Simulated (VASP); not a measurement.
# S (P6_3/mmc) in VASP: further runs

The runs below take S through single point, relaxation of cell and atoms, with PBE.

Program: VASP 6.6.1. These are calculated values, not measurements. Logs are shortened: lines on timing, memory, paths and dates and some standing lists are left out, and cuts for length are marked.

### 1 The cell of the first run

Symmetry: P6_3/mmc, No. 194, hexagonal system. The conventional cell has a = 2.202 Å, b = 2.202 Å, c = 3.130 Å, α = 90.00°, β = 90.00°, γ = 120.00°. S (site symmetry -6m2) has 12 S at 2.02 to 2.20 Å within 2.7 Å.

### 2 Single point, PBE

File INCAR:

```
ALGO = Normal ; EDIFF = 1E-6
ENCUT = 520 ; GGA = PE
ISIF = 2 ; ISMEAR = -1
LASPH = True ; LCHARG = True
LELF = True ; LREAL = False
LVHAR = True ; LWAVE = False
NBANDS = 13 ; NELM = 80
PREC = Accurate ; SIGMA = 0.05
```

File KPOINTS:

```
k-points
0
Gamma
  20 20 11
```

File POSCAR:

```
S
1.0
    2.2023983371      0.0000000000      0.0000000000
   -1.1011991686      1.9073329092      0.0000000000
    0.0000000000      0.0000000000      3.1303381158
S
2
Direct
    0.3333333333      0.6666666667      0.2500000000
    0.6666666667      0.3333333333      0.7500000000
```

Potentials or basis: VASP PAW PBE potentials, release 64 (S).

The run is started by

```console
$ cat potpaw_PBE.64/S/POTCAR > POTCAR
$ mpirun -np 1 vasp_std > vasp.out
```

OUTCAR:

```text
EDIFF = 1E-6
   ENCUT = 520
   GGA = PE
   ISIF = 2
   ISMEAR = -1
   LASPH = True
   LREAL = False
   NELM = 80
   PREC = Accurate

 ion  position               nearest neighbor table
   1  0.333  0.667  0.250-   2 2.02   2 2.02   2 2.02   2 2.02   2 2.02   2 2.02
   2  0.667  0.333  0.750-   1 2.02   1 2.02   1 2.02   1 2.02   1 2.02   1 2.02

  LATTYP: Found a hexagonal cell.
 ALAT       =     2.2023983371
 C/A-ratio  =     1.4213314926

  Lattice vectors:

 A1 = (   2.2023983371,   0.0000000000,   0.0000000000)
 A2 = (  -1.1011991686,   1.9073329092,   0.0000000000)
 A3 = (   0.0000000000,   0.0000000000,   3.1303381158)

Analysis of symmetry for initial positions (statically):
=====================================================================
 Subroutine PRICEL returns:
 Original cell was already a primitive cell.

 Routine SETGRP: Setting up the symmetry group for a
 hexagonal supercell.

 Subroutine GETGRP returns: Found 24 space group operations
 (whereof 12 operations were pure point group operations)
 out of a pool of 24 trial point group operations.

The static configuration has the point symmetry D_3d.
 The point group associated with its full space group is D_6h.

Analysis of symmetry for dynamics (positions and initial velocities):
=====================================================================
 Subroutine PRICEL returns:
 Original cell was already a primitive cell.

 Routine SETGRP: Setting up the symmetry group for a
 hexagonal supercell.

 Subroutine GETGRP returns: Found 24 space group operations
 (whereof 12 operations were pure point group operations)
 out of a pool of 24 trial point group operations.

The dynamic configuration has the point symmetry D_3d.
 The point group associated with its full space group is D_6h.

 Subroutine INISYM returns: Found 24 space group operations
 (whereof 12 operations are pure point group operations),
 and found     1 'primitive' translations

----------------------------------------------------------------------------------------

                                     Primitive cell

  volume of cell :      13.1496

  direct lattice vectors                    reciprocal lattice vectors
     2.202398337  0.000000000  0.000000000     0.454050470  0.262146161  0.000000000
    -1.101199169  1.907332909  0.000000000     0.000000000  0.524292322  0.000000000
     0.000000000  0.000000000  3.130338116     0.000000000  0.000000000  0.319454309

  length of vectors
[... 84 lines left out ...]
   EDIFFG = 0.1E-04   stopping-criterion for IOM
   NSW    =      0    number of steps for IOM
   IBRION =     -1    ionic relax: 0-MD 1-quasi-New 2-CG
   NFREE  =      0    steps in history (QN), initial steepest desc. (CG)
   ISIF   =      2    stress and relaxation
   ISYM   =      2    0-nonsym 1-usesym 2-fastsym
   POTIM  = 0.5000    time-step for ionic-motion
   TEBEG  =    0.0;   TEEND  =   0.0 temperature during run
   PSTRESS=    0.0 pullay stress
   NELECT =      12.0000    total number of electrons
   NUPDOWN=      -1.0000    fix difference up-down
   EMIN   =  10.00;   EMAX   =-10.00  energy-range for DOS
   EFERMI =   0.00;   METHOD = LEGACY
   ISMEAR =    -1;   SIGMA  =   0.05  broadening in eV -4-tet -1-fermi 0-gaus
   EFERMI_NEDOS =   21; number of points for ismear=-14 and -15
   IALGO  =     38    algorithm
   IMIX   =      4    mixing-type and parameters
     AMIX     =   0.40;   BMIX     =  1.00
     AMIX_MAG =   1.60;   BMIX_MAG =  1.00
  volume/ion in A,a.u.               =       6.57        44.37
  Fermi-wavevector in a.u.,A,eV,Ry     =   1.587928  3.000748 34.307283  2.521514
  Thomas-Fermi vector in A             =   2.687010
   LORBIT       =      0    0 simple, 1 ext, 2 COOP (PROOUT), +10 PAW based schemes
   GGA     = PE    functional components
   LHFCALC =     F    Hartree Fock is set to
   AEXX    =    0.0000 exact exchange contribution
   IVDW    =     0    specifies the selected vdW correction
   LEPSILON=     F    determine dielectric tensor
   LRPA    =     F    only Hartree local field effects (RPA)
 non-spin polarized calculation
  energy-cutoff  :      520.00
  volume of cell :       13.15
 maximum number of plane-waves:       364
   NGX =  9   NGY =  9   NGZ = 11

 number of electron      12.0000003 magnetization

 Free energy of the ion-electron system (eV)
  ---------------------------------------------------
  ext. energy  EPLUGINS =         0.00000000
  ---------------------------------------------------
  free energy    TOTEN  =         5.11279319 eV

  energy without entropy =        5.11787600  energy(sigma->0) =        5.11533460

 E-fermi :  26.1167     XC(G=0): -15.6478

 val. band max:       26.1154489978   @ k =   0.3000   0.2500   0.0000
 cond. band min:      26.1209535579   @ k =   0.2000   0.1000   0.3636
 fundamental gap:      0.0055045601
 Fermi energy:        26.1166595285

 k-point     1 :       0.0000    0.0000    0.0000
  band No.  band energies     occupation
      1      -4.5261      2.00000
      2       8.4397      2.00000
      3      10.6626      2.00000
      4      28.3598      0.00000
      5      28.3598      0.00000
      6      31.5914      0.00000
      7      31.5914      0.00000
      8      36.9139      0.00000
      9      38.9559      0.00000
     10      40.9367      0.00000
     11      40.9369      0.00000
     12      41.0232      0.00000
     13      41.0243      0.00000
[... 354 lines left out ...]
  band No.  band energies     occupation
      1      -0.7961      2.00000
      2      11.8745      2.00000
      3      13.4286      2.00000
      4      14.9581      2.00000
      5      19.4809      2.00000
      6      26.1565      0.62129
      7      28.2783      0.00000
      8      30.9376      0.00000
      9      32.6178      0.00000
     10      33.0033      0.00000
     11      40.4876      0.00000
     12      44.1416      0.00000
     13      45.2793      0.00000

 [... further k-points ...]
[... 5 lines left out ...]
  --------------------------------------------------------------------------------------
  -------------------------------------------------------------------------------------
  Total       31.4579274     31.4579274     31.3933526     -0.0000000      0.0000000      0.0000000
  in kB     3832.8962678   3832.8962679   3825.0283500     -0.0000001      0.0000000      0.0000000
  external PRESSURE =    3830.2736286 kB  Pullay stress =       0.0000000 kB

 VOLUME and BASIS-vectors are now :
 -----------------------------------------------------------------------------
  energy-cutoff  :      520.00
  volume of cell :       13.15
      direct lattice vectors                 reciprocal lattice vectors
     2.202398337  0.000000000  0.000000000     0.454050470  0.262146161  0.000000000
    -1.101199169  1.907332909  0.000000000     0.000000000  0.524292322  0.000000000
     0.000000000  0.000000000  3.130338116     0.000000000  0.000000000  0.319454309

 POSITION                                       TOTAL-FORCE (eV/Angst)
 -----------------------------------------------------------------------------------
     -0.00000      1.27156      0.78258         0.000000     -0.000000      0.000000
      1.10120      0.63578      2.34775        -0.000000      0.000000      0.000000
 -----------------------------------------------------------------------------------
    total drift:                               -0.000000      0.000000     -0.000000

  FREE ENERGIE OF THE ION-ELECTRON SYSTEM (eV)
  ---------------------------------------------------
  free  energy   TOTEN  =         5.1127931941 eV

  energy  without entropy=        5.1178759993  energy(sigma->0) =        5.11533460
```

OSZICAR:

```text
N       E                     dE             d eps       ncg     rms          rms(c)
DAV:   1     0.506655159867E+02    0.50666E+02   -0.66884E+03  6904   0.906E+02
DAV:   2     0.632388935384E+01   -0.44342E+02   -0.41559E+02  9171   0.173E+02
DAV:   3     0.507952330283E+01   -0.12444E+01   -0.12359E+01  9058   0.261E+01
DAV:   4     0.507635436142E+01   -0.31689E-02   -0.31686E-02  8164   0.152E+00
DAV:   5     0.507634377618E+01   -0.10585E-04   -0.10584E-04  9173   0.739E-02    0.616E+01
DAV:   6     0.510281042178E+01    0.26467E-01   -0.93900E-03  8184   0.720E-01    0.370E+01
DAV:   7     0.511258798124E+01    0.97776E-02   -0.18347E-02  8587   0.101E+00    0.188E-01
DAV:   8     0.511275251132E+01    0.16453E-03   -0.12481E-03  8350   0.279E-01    0.921E-02
DAV:   9     0.511279536833E+01    0.42857E-04   -0.80564E-05  8746   0.677E-02    0.317E-02
DAV:  10     0.511279342340E+01   -0.19449E-05   -0.50319E-06  8279   0.184E-02    0.149E-02
DAV:  11     0.511279319409E+01   -0.22930E-06   -0.15240E-07  4782   0.318E-03
   1 F= 0.51127932E+01 E0= 0.51153346E+01  d E =-.508281E-02
```

Run time: 8.6 s. Hardware: 1 thread of Intel Xeon 6975P-C (Granite Rapids), shared host; peak memory 0.14 GiB.

What came out:

```yaml
Free_energy: 5.1128 eV
Pressure: 383.0 GPa
Band_gap_on_the_k_mesh: zero (band 6 reaches 32.58 eV, above the bottom of band 7 at 20.75 eV)
```

### 3 Single point, PBE

File INCAR:

```
SYSTEM = S
  ALGO = Normal
  EDIFF = 1E-6
  ENCUT = 520
  GGA = PE
  ISIF = 2
  ISMEAR = -1
  LASPH = .True.
  LCHARG = .True.
  LELF = .True.
  LREAL = .False.
  LVHAR = .True.
  LWAVE = .False.
  NBANDS = 13
  NELM = 80
  PREC = Accurate
  SIGMA = 0.05
```

File KPOINTS:

```
k-points
0
Gamma
  20 20 11
  0 0 0
```

File POSCAR:

```
S
1.0
    2.2032686922      0.0000000000      0.0000000000
   -1.1016343461      1.9080866588      0.0000000000
    0.0000000000      0.0000000000      3.1310981648
S
2
Direct
    0.3333333333      0.6666666667      0.2500000000
    0.6666666667      0.3333333333      0.7500000000
```

Potentials or basis: VASP PAW PBE potentials, release 64 (S).

The run is started by

```console
$ cat potpaw_PBE.64/S/POTCAR > POTCAR
$ mpirun -np 1 vasp_std > vasp.out
```

OUTCAR:

```text
SYSTEM = S
   EDIFF = 1E-6
   ENCUT = 520
   GGA = PE
   ISIF = 2
   ISMEAR = -1
   LASPH = .True.
   LREAL = .False.
   NELM = 80
   PREC = Accurate

 ion  position               nearest neighbor table
   1  0.333  0.667  0.250-   2 2.02   2 2.02   2 2.02   2 2.02   2 2.02   2 2.02
   2  0.667  0.333  0.750-   1 2.02   1 2.02   1 2.02   1 2.02   1 2.02   1 2.02

  LATTYP: Found a hexagonal cell.
 ALAT       =     2.2032686922
 C/A-ratio  =     1.4211149897

  Lattice vectors:

 A1 = (   2.2032686922,   0.0000000000,   0.0000000000)
 A2 = (  -1.1016343461,   1.9080866588,   0.0000000000)
[... 562 lines left out ...]
      9      32.5805      0.00000
     10      32.9764      0.00000
     11      40.4477      0.00000
     12      44.1015      0.00000
     13      45.2404      0.00000

 [... further k-points ...]
[... 5 lines left out ...]
  --------------------------------------------------------------------------------------
  -------------------------------------------------------------------------------------
  Total       31.3937483     31.3937483     31.3389141     -0.0000000      0.0000000      0.0000000
  in kB     3821.1273566   3821.1273566   3814.4531388     -0.0000000      0.0000000      0.0000000
  external PRESSURE =    3818.9026173 kB  Pullay stress =       0.0000000 kB

 VOLUME and BASIS-vectors are now :
 -----------------------------------------------------------------------------
  energy-cutoff  :      520.00
  volume of cell :       13.16
      direct lattice vectors                 reciprocal lattice vectors
     2.203268692  0.000000000  0.000000000     0.453871107  0.262042606  0.000000000
    -1.101634346  1.908086659  0.000000000     0.000000000  0.524085211  0.000000000
     0.000000000  0.000000000  3.131098165     0.000000000  0.000000000  0.319376764

 POSITION                                       TOTAL-FORCE (eV/Angst)
 -----------------------------------------------------------------------------------
     -0.00000      1.27206      0.78277         0.000000      0.000000      0.000000
      1.10163      0.63603      2.34832        -0.000000     -0.000000      0.000000
 -----------------------------------------------------------------------------------
    total drift:                               -0.000000      0.000000     -0.000000

  FREE ENERGIE OF THE ION-ELECTRON SYSTEM (eV)
  ---------------------------------------------------
  free  energy   TOTEN  =         5.0803169093 eV

  energy  without entropy=        5.0853920626  energy(sigma->0) =        5.08285449
```

stdout:

```text
POSCAR found type information on POSCAR S
 POSCAR found :  1 types and       2 ions
 scaLAPACK will be used
 LDA part: xc-table for (Slater+PW92), standard interpolation
 POSCAR, INCAR and KPOINTS ok, starting setup
 FFT: planning ... GRIDC
 FFT: planning ... GRID_SOFT
 FFT: planning ... GRID
 WAVECAR not read
 entering main loop
```

It took 8.6 s on 1 thread of Intel Xeon 6975P-C (Granite Rapids), shared host; peak memory 0.13 GiB.

What came out:

```yaml
Free_energy: 5.0803 eV
Pressure: 381.9 GPa
Band_gap_on_the_k_mesh: zero (band 6 reaches 32.54 eV, above the bottom of band 7 at 20.72 eV)
```

Stress tensor (GPa, compression positive):
```
382.11   0.00   0.00
  0.00 382.11   0.00
  0.00   0.00 381.45
```

Levels at points of the mesh, in eV from the Fermi level:
```csv
k point,band 4,band 5,band 6,band 7,band 8,band 9
"(0.00, 0.00, 0.00)",2.23,2.23,5.47,5.47,10.78,12.84
"(0.50, 0.00, 0.00)",-7.14,-6.61,-5.96,-4.76,-0.11,7.45
```

(Part 1 of 2 ends here.)
